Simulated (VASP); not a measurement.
Crystal: Al.

```
Al
1.0
     2.79358    0.00000    0.00000
    -1.39679    2.41931    0.00000
     0.00000    0.00000    4.83419
Al
2
Direct
  0.33333 0.66667 0.25000
  0.66667 0.33333 0.75000
```

This cell differs from its parent crystal: volume scaled by 0.98.

Base run:

* Program: VASP 6.6.1
* Functional: PBEsol
* Potentials or basis: VASP PAW PBE potentials, release 64 (Al)
* Cutoff: 520 eV
* k mesh: 11 × 11 × 6
* Occupations: fermi-dirac, width 0.05 eV
* Spin: no spin polarisation

Its results: band gap on the k mesh zero (band 3 reaches 11.54 eV, above the bottom of band 4 at 5.10 eV); pressure 0.3 GPa.

Problem. The run is repeated on the same cell with these changes: functional from PBEsol to r2SCAN; further incar settings from ALGO = Normal; EDIFF = 1e-07; NBANDS = 10 to ALGO = Normal; EDIFF = 1e-06; NBANDS = 10. What comes out?

Solution. Band gap on the k mesh zero (band 3 reaches 11.81 eV, above the bottom of band 4 at 5.06 eV); pressure -1.5 GPa.

Caveats: the PAW data sets were made with another functional, which shifts forces and pressure a little.
